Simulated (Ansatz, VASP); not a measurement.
**Ca in VASP and in Ansatz**

```
CELL_PARAMETERS angstrom
3.81429 0.00000 0.00000
-1.28541 3.59117 0.00000
0.00000 0.00000 25.35589
ATOMIC_POSITIONS crystal
Ca 0.50000 0.50000 0.32722
Ca 0.00000 0.00000 0.44120
Ca 0.50000 0.50000 0.55880
Ca 0.00000 0.00000 0.67278
```

Alike in both runs: functional PBEsol; k mesh 5 × 5 × 1; occupations fermi-dirac, width 0.1 eV; no spin polarisation.

Ansatz relaxed the structure, and its values are those at the end. VASP's run is a single point on that final structure, the one shown.

```csv
,VASP,Ansatz
version,VASP 6.6.1,Ansatz 0.2.0
potentials or method,"VASP PAW PBE potentials, release 64 (Ca_sv)","plane waves, PAW"
plane-wave cutoff (eV),520,420
valence electrons in the cell,40,40
```

Ansatz gave:

* rms of the force components (eV/Å): 0.002

What did VASP give for the same quantities?

rms of the force components (eV/Å): 0.004.

VASP's potentials were made for PBE, not for PBEsol. Ansatz's warnings: vacuum density over bound.
